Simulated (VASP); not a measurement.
# SnO in VASP: single point with PBE+D3(BJ)

Aim: the single point of SnO with PBE+D3(BJ).

All numbers are computed with VASP 6.6.1; they aren't measurements. Logs are shortened: lines on timing, memory, paths and dates and some standing lists are left out, and cuts for length are marked.

### 1 The cell of the first run

The cell holds a slab with vacuum, 8 atoms: a = 3.820 Å, b = 3.820 Å, c = 22.226 Å, α = 90.00°, β = 90.00°, γ = 90.00°.

### 2 Single point, PBE+D3(BJ) (layers slid over each other)

Contents of INCAR:

```
PREC = Accurate ; ENCUT = 520
EDIFF = 1E-7 ; ISMEAR = 0
SIGMA = 0.05 ; LREAL = False
LASPH = True ; NELM = 60
ALGO = Normal ; ISIF = 2
LWAVE = False ; LCHARG = True
LDIPOL = True ; IDIPOL = 3
DIPOL = 0.5 0.5 0.395 ; GGA = PE
IVDW = 12 ; LELF = True
LVHAR = True ; LVACPOTAV = True
NBANDS = 50
```

Contents of KPOINTS:

```
Automatic mesh
0
Gamma
  7 7 1
```

Contents of POSCAR:

```
SnO
1.0
    3.8201630995      0.0000000000      0.0000000000
    0.0000000000      3.8201630995      0.0000000000
    0.0000000000      0.0000000000     22.2260821294
Sn O
4 4
Direct
    0.7500000000      0.2500000000      0.2024648327
    0.2500000000      0.7500000000      0.3087832136
    0.3750000000      0.8750000000      0.4820031260
   -0.1250000000      1.3750000000      0.5883215068
    0.2500000000      0.2500000000      0.2556240231
    0.7500000000      0.7500000000      0.2556240231
   -0.1250000000      0.8750000000      0.5351623164
    0.3750000000      1.3750000000      0.5351623164
```

Potentials or basis: VASP PAW PBE potentials, release 64 (Sn_d, O).

The run is started by

```
> cat potpaw_PBE.64/Sn_d/POTCAR potpaw_PBE.64/O/POTCAR > POTCAR
> mpirun -np 1 vasp_std > vasp.out
```

OUTCAR:

```text
PREC = Accurate
   ENCUT = 520
   EDIFF = 1E-7
   ISMEAR = 0
   LREAL = False
   LASPH = True
   NELM = 60
   ISIF = 2
   GGA = PE
   IVDW = 12
 IVDW          = 12

 ion  position               nearest neighbor table
   1  0.750  0.250  0.202-   5 2.25   6 2.25   6 2.25   5 2.25   2 3.59   2 3.59   2 3.59   2 3.59

   2  0.250  0.750  0.309-   5 2.25   6 2.25   5 2.25   6 2.25   1 3.59   1 3.59   1 3.59   1 3.59

   3  0.375  0.875  0.482-   7 2.25   8 2.25   8 2.25   7 2.25   4 3.59   4 3.59   4 3.59   4 3.59

   4  0.875  0.375  0.588-   7 2.25   8 2.25   7 2.25   8 2.25   3 3.59   3 3.59   3 3.59   3 3.59

   5  0.250  0.250  0.256-   1 2.25   1 2.25   2 2.25   2 2.25
   6  0.750  0.750  0.256-   1 2.25   1 2.25   2 2.25   2 2.25
   7  0.875  0.875  0.535-   3 2.25   3 2.25   4 2.25   4 2.25
   8  0.375  0.375  0.535-   3 2.25   3 2.25   4 2.25   4 2.25

  LATTYP: Found a simple tetragonal cell.
 ALAT       =     3.8201630995
 C/A-ratio  =     5.8180976965

  Lattice vectors:

 A1 = (   3.8201630995,   0.0000000000,   0.0000000000)
 A2 = (   0.0000000000,   3.8201630995,   0.0000000000)
 A3 = (   0.0000000000,   0.0000000000,  22.2260821294)

Analysis of symmetry for initial positions (statically):
=====================================================================
 Subroutine PRICEL returns:
 Original cell was already a primitive cell.

 Routine SETGRP: Setting up the symmetry group for a
 simple tetragonal supercell.

 Subroutine GETGRP returns: Found  4 space group operations
 (whereof  1 operations were pure point group operations)
 out of a pool of 16 trial point group operations.

The static configuration has the point symmetry C_1 .
 The point group associated with its full space group is C_2h.

Analysis of symmetry for dynamics (positions and initial velocities):
=====================================================================
 Subroutine PRICEL returns:
 Original cell was already a primitive cell.

 Routine SETGRP: Setting up the symmetry group for a
 simple tetragonal supercell.

 Subroutine GETGRP returns: Found  4 space group operations
 (whereof  1 operations were pure point group operations)
 out of a pool of 16 trial point group operations.

The dynamic configuration has the point symmetry C_1 .
 The point group associated with its full space group is C_2h.

 Subroutine INISYM returns: Found  4 space group operations
 (whereof  1 operations are pure point group operations),
 and found     1 'primitive' translations

----------------------------------------------------------------------------------------

                                     Primitive cell

  volume of cell :     324.3596

  direct lattice vectors                    reciprocal lattice vectors
     3.820163100  0.000000000  0.000000000     0.261768928  0.000000000  0.000000000
     0.000000000  3.820163100  0.000000000     0.000000000  0.261768928  0.000000000
     0.000000000  0.000000000 22.226082129     0.000000000  0.000000000  0.044992185

  length of vectors
     3.820163100  3.820163100 22.226082129     0.261768928  0.261768928  0.044992185

  position of ions in fractional coordinates (direct lattice)
     0.750000000  0.250000000  0.202464833
     0.250000000  0.750000000  0.308783214
     0.375000000  0.875000000  0.482003126
     0.875000000  0.375000000  0.588321507
     0.250000000  0.250000000  0.255624023
     0.750000000  0.750000000  0.255624023
     0.875000000  0.875000000  0.535162316
     0.375000000  0.375000000  0.535162316

  ion indices of the primitive-cell ions
   primitive index   ion index
                 1           1
                 2           2
                 3           3
                 4           4
                 5           5
                 6           6
                 7           7
                 8           8

----------------------------------------------------------------------------------------

 KPOINTS: Automatic mesh

Automatic generation of k-mesh.
 Grid dimensions read from file:
 generate k-points for:    7    7    1

 Generating k-lattice:

  Cartesian coordinates                     Fractional coordinates (reciprocal lattice)
     0.037395561  0.000000000  0.000000000     0.142857143  0.000000000  0.000000000
     0.000000000  0.037395561  0.000000000     0.000000000  0.142857143  0.000000000
     0.000000000  0.000000000  0.044992185     0.000000000  0.000000000  1.000000000

  Length of vectors
     0.037395561  0.037395561  0.044992185

  Shift w.r.t. Gamma in fractional coordinates (k-lattice)
     0.000000000  0.000000000  0.000000000

 Subroutine IBZKPT returns following result:
 ===========================================

 Found     16 irreducible k-points:

 Following reciprocal coordinates:
            Coordinates               Weight
  0.000000  0.000000  0.000000      1.000000
  0.142857  0.000000  0.000000      4.000000
  0.285714  0.000000  0.000000      4.000000
  0.428571  0.000000  0.000000      4.000000
  0.142857  0.142857  0.000000      2.000000
 -0.142857  0.142857  0.000000      2.000000
[... 8 lines left out ...]
  0.428571  0.428571  0.000000      2.000000
 -0.428571  0.428571  0.000000      2.000000
   k-points           NKPTS =     16   k-points in BZ     NKDIM =     16   number of bands    NBANDS=     50
   number of dos      NEDOS =    301   number of ions     NIONS =      8
   total plane-waves  NPLWV = 131712
   dimension x,y,z NGX =    28 NGY =   28 NGZ =  168
   dimension x,y,z NGXF=    56 NGYF=   56 NGZF=  336
   ions per type =               4   4
   NGX,Y,Z   is equivalent  to a cutoff of  12.19, 12.19, 12.57 a.u.
   NGXF,Y,Z  is equivalent  to a cutoff of  24.37, 24.37, 25.13 a.u.
 SYSTEM =  unknown system
   PREC   = accura    normal or accurate (medium, high low for compatibility)
   ISTART =      0    job   : 0-new  1-cont  2-samecut
   ICHARG =      2    charge: 1-file 2-atom 10-const
   ISPIN  =      1    spin polarized calculation?
   LNONCOLLINEAR =      F non collinear calculations
   LSORBIT =      F    spin-orbit coupling
   LASPH  =      T    aspherical Exc in radial PAW
   ENCUT  =  520.0 eV  38.22 Ry    6.18 a.u.   7.10  7.10 41.33*2*pi/ulx,y,z
   NELM   =     60;   NELMIN=  2; NELMDL= -5     # of ELM steps
   EDIFF  = 0.1E-06   stopping-criterion for ELM
   LREAL  =      F    real-space projection
   EDIFFG = 0.1E-05   stopping-criterion for IOM
   NSW    =      0    number of steps for IOM
   IBRION =     -1    ionic relax: 0-MD 1-quasi-New 2-CG
   NFREE  =      0    steps in history (QN), initial steepest desc. (CG)
   ISIF   =      2    stress and relaxation
   ISYM   =      2    0-nonsym 1-usesym 2-fastsym
   POTIM  = 0.5000    time-step for ionic-motion
   TEBEG  =    0.0;   TEEND  =   0.0 temperature during run
   PSTRESS=    0.0 pullay stress
   NELECT =      80.0000    total number of electrons
   NUPDOWN=      -1.0000    fix difference up-down
   EMIN   =  10.00;   EMAX   =-10.00  energy-range for DOS
   EFERMI =   0.00;   METHOD = LEGACY
   ISMEAR =     0;   SIGMA  =   0.05  broadening in eV -4-tet -1-fermi 0-gaus
   EFERMI_NEDOS =   21; number of points for ismear=-14 and -15
   IALGO  =     38    algorithm
   IMIX   =      4    mixing-type and parameters
     AMIX     =   0.40;   BMIX     =  1.00
     AMIX_MAG =   1.60;   BMIX_MAG =  1.00
  volume/ion in A,a.u.               =      40.54       273.61
  Fermi-wavevector in a.u.,A,eV,Ry     =   1.026666  1.940118 14.341131  1.054043
  Thomas-Fermi vector in A             =   2.160571
   LORBIT       =      0    0 simple, 1 ext, 2 COOP (PROOUT), +10 PAW based schemes
   GGA     = PE    functional components
   LHFCALC =     F    Hartree Fock is set to
   AEXX    =    0.0000 exact exchange contribution
   IVDW    =    12    specifies the selected vdW correction
   LEPSILON=     F    determine dielectric tensor
   LRPA    =     F    only Hartree local field effects (RPA)
 non-spin polarized calculation
 Gauss-broadening in eV      SIGMA  =   0.05
  energy-cutoff  :      520.00
  volume of cell :      324.36
 maximum number of plane-waves:      8769
   NGX = 15   NGY = 15   NGZ = 83

 dipolmoment           0.000000      0.000000      0.000093 electrons x Angstroem

 number of electron      79.9999970 magnetization

 dipolmoment           0.000000      0.000000     -0.000003 electrons x Angstroem

 Free energy of the ion-electron system (eV)
  ---------------------------------------------------
  ext. energy  EPLUGINS =         0.00000000
  ---------------------------------------------------
  free energy    TOTEN  =       -45.06578635 eV

  energy without entropy =      -45.06578635  energy(sigma->0) =      -45.06578635

 E-fermi :   0.1838     XC(G=0):  -5.2674

 val. band max:       -0.0522005558   @ k =  -0.1429   0.1429   0.0000
 cond. band min:       2.1022548073   @ k =   0.4286   0.0000   0.0000
 fundamental gap:      2.1544553631
 Fermi energy:         0.1838147106

 k-point     1 :       0.0000    0.0000    0.0000
  band No.  band energies     occupation
      1     -21.0367      2.00000
      2     -21.0365      2.00000
      3     -20.6764      2.00000
      4     -20.6763      2.00000
      5     -20.6411      2.00000
      6     -20.6408      2.00000
[... 42 lines left out ...]
     49       5.2273      0.00000
     50       5.2376      0.00000

 k-point     2 :       0.1429    0.0000    0.0000
  band No.  band energies     occupation
      1     -21.0279      2.00000
      2     -21.0276      2.00000
      3     -20.6773      2.00000
      4     -20.6769      2.00000
      5     -20.6426      2.00000
      6     -20.6414      2.00000
[... 42 lines left out ...]
     49       5.4104      0.00000
     50       5.5295      0.00000

 k-point     3 :       0.2857    0.0000    0.0000
  band No.  band energies     occupation
      1     -21.0032      2.00000
      2     -21.0028      2.00000
      3     -20.7747      2.00000
      4     -20.7736      2.00000
      5     -20.6464      2.00000
      6     -20.6453      2.00000
[... 42 lines left out ...]
     49       5.6381      0.00000
     50       5.6724      0.00000

 k-point     4 :       0.4286    0.0000    0.0000
  band No.  band energies     occupation
      1     -20.9598      2.00000
      2     -20.9591      2.00000
      3     -20.8854      2.00000
      4     -20.8844      2.00000
      5     -20.6491      2.00000
      6     -20.6483      2.00000
[... 575 lines left out ...]
 k-point    15 :       0.4286    0.4286    0.0000
  band No.  band energies     occupation
      1     -20.9795      2.00000
      2     -20.9779      2.00000
      3     -20.9652      2.00000
      4     -20.9642      2.00000
      5     -20.6433      2.00000
      6     -20.6427      2.00000
[... 42 lines left out ...]
     49       5.8068      0.00000
     50       6.1919      0.00000

 k-point    16 :      -0.4286    0.4286    0.0000
  band No.  band energies     occupation
      1     -20.9790      2.00000
      2     -20.9781      2.00000
      3     -20.9657      2.00000
      4     -20.9640      2.00000
      5     -20.6431      2.00000
      6     -20.6428      2.00000
[... 42 lines left out ...]
     49       5.8202      0.00000
     50       6.2264      0.00000

------------------------ aborting loop because EDIFF is reached ----------------------------------------

 Edisp (eV)   -1.26787

 E8    (eV) :    -0.5604

  FORCE on cell =-STRESS in cart. coord.  units (eV):
  Direction    XX          YY          ZZ          XY          YZ          ZX
  --------------------------------------------------------------------------------------
  -------------------------------------------------------------------------------------
  Total       0.40483     0.40483     0.99548     0.03584     0.40907     0.40907
  in kB       1.99967     1.99967     4.91720     0.17705     2.02059     2.02059
  external pressure =        2.97 kB  Pullay stress =        0.00 kB

 VOLUME and BASIS-vectors are now :
 -----------------------------------------------------------------------------
  energy-cutoff  :      520.00
  volume of cell :      324.36
      direct lattice vectors                 reciprocal lattice vectors
     3.820163100  0.000000000  0.000000000     0.261768928  0.000000000  0.000000000
     0.000000000  3.820163100  0.000000000     0.000000000  0.261768928  0.000000000
     0.000000000  0.000000000 22.226082129     0.000000000  0.000000000  0.044992185

 POSITION                                       TOTAL-FORCE (eV/Angst)
 -----------------------------------------------------------------------------------
      2.86512      0.95504      4.50000        -0.007709     -0.007709     -0.080381
      0.95504      2.86512      6.86304        -0.050917     -0.050917     -0.100196
      1.43256      3.34264     10.71304         0.050917      0.050917      0.100196
      3.34264      1.43256     13.07608         0.007709      0.007709      0.080381
      0.95504      0.95504      5.68152         0.015517     -0.039120     -0.006106
      2.86512      2.86512      5.68152        -0.039120      0.015517     -0.006106
      3.34264      3.34264     11.89456         0.039120     -0.015517      0.006106
      1.43256      1.43256     11.89456        -0.015517      0.039120      0.006106
 -----------------------------------------------------------------------------------
    total drift:                               -0.000000     -0.000000     -0.000230

  FREE ENERGIE OF THE ION-ELECTRON SYSTEM (eV)
  ---------------------------------------------------
  free  energy   TOTEN  =       -46.3336568039 eV

  energy  without entropy=      -46.3336568039  energy(sigma->0) =      -46.33365680

 vacuum level on the upper side and lower side of the slab         4.950         4.950
```

Run time: 5 min. Hardware: 1 thread of Intel Xeon Platinum 8488C (Sapphire Rapids), shared host; peak memory 0.44 GiB.

Results:

```
Free energy                : -46.3337 eV
Largest force              : 0.123 eV/Å
Band gap on the k mesh     : 2.15 eV (least direct gap 2.42 eV)
Dispersion energy per atom : -0.158 eV
```

Forces on the atoms (eV/Å):
```
Sn  -0.008 -0.008 -0.080
Sn  -0.051 -0.051 -0.100
Sn   0.051  0.051  0.100
Sn   0.008  0.008  0.080
O    0.016 -0.039 -0.006
O   -0.039  0.016 -0.006
O    0.039 -0.016  0.006
O   -0.016  0.039  0.006
```

Levels at points of the mesh, in eV from the valence-band top:
```tsv
k point	band 38	band 39	band 40	band 41	band 42	band 43
(0.00, 0.00, 0.00)	-2.07	-0.85	-0.05	2.41	2.73	2.74
```

Caveat: the cell differs from its parent crystal (layers slid over each other); spin-orbit coupling is left out, which moves the levels of the heavy elements.
